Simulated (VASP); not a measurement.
Write the native input for VASP 6.6.1 that does the following.

| Property | Result |
| --- | --- |
| Task | relaxation of cell and atoms |
| Functional | PBE |
| Potentials or basis | VASP PAW PBE potentials, release 64 (Cs_sv, B) |
| Cutoff | 600 eV |
| k mesh | 6 × 4 × 4 |
| Occupations | gaussian, width 0.1 eV |
| Spin | no spin polarisation |
| Dipole correction | no |
| Further INCAR settings | ALGO = Normal; EDIFF = 1e-06; IBRION = 2; EDIFFG = -0.04; NSW = 90; ISIF = 3 |

The structure of CsB2 lies in POSCAR:

```
CsB2
1.0
   -3.2977976456     -0.0561665437     -0.1394974378
   -0.4058461024     -3.4045977546      5.2659530906
   -0.3485523109      3.7103611800      5.0866265028
Cs B
2 4
Direct
    0.0110677822      0.2284992569      0.8965570594
    0.5515199160      0.6039367389      0.2711115181
    0.3529652977      0.0308936266      0.4720891004
    0.1157245923      0.8024810557      0.6930922814
    0.6155356232      0.8066165979      0.6965528946
    0.8531867886      0.0275727242      0.4705971460
```

These files were run (other wordings do the same):

INCAR

```
SYSTEM = CsB2
PREC     = Accurate       ! precision mode
ENCUT    = 600            ! plane-wave cutoff, eV
EDIFF    = 1E-6           ! SCF threshold, eV
ISMEAR   = 0              ! smearing method
SIGMA    = 0.1            ! smearing width, eV
LREAL    = .False.        ! projectors in reciprocal space
LASPH    = .True.         ! aspherical terms in the spheres
NELM     = 100            ! most SCF steps
ALGO     = Normal         ! electronic algorithm
ISIF     = 3              ! what is computed and relaxed
LWAVE    = .False.        ! write WAVECAR
LCHARG   = .False.        ! write CHGCAR
GGA      = PE             ! functional
IBRION   = 2              ! ionic algorithm
NSW      = 90             ! ionic steps
EDIFFG   = -0.04          ! ionic threshold
```

KPOINTS

```
regular mesh
0
Gamma
  6 4 4
  0 0 0
```

Potentials or basis: VASP PAW PBE potentials, release 64 (Cs_sv, B).

Run with:

```bash
$ cat potpaw_PBE.64/Cs_sv/POTCAR potpaw_PBE.64/B/POTCAR > POTCAR
$ mpirun -np 1 vasp_std > vasp.out
```

Results of the run:

```
Relaxed volume                         : 20.72 Å³/atom
Relaxed cell                           : a = 3.305 Å, b = 6.312 Å, c = 6.315 Å, α = 70.84°, β = 90.00°, γ = 87.50°
Space group after relaxing (to 0.05 Å) : P1 (No. 1)
Energy gained by relaxing              : 2.3 meV/atom
Ionic steps                            : 12
Pressure after relaxing                : 0.0 GPa
Largest force after relaxing           : 0.029 eV/Å
Band gap on the k mesh                 : zero (band 15 reaches 4.35 eV, above the bottom of band 16 at 2.92 eV)
```

Caveat: spin-orbit coupling is left out, which moves the levels of the heavy elements.

Wall time 15 min on 1 thread of AMD EPYC 7R43 64-Core Processor (Zen 3), on a shared host, peak memory 0.31 GiB.
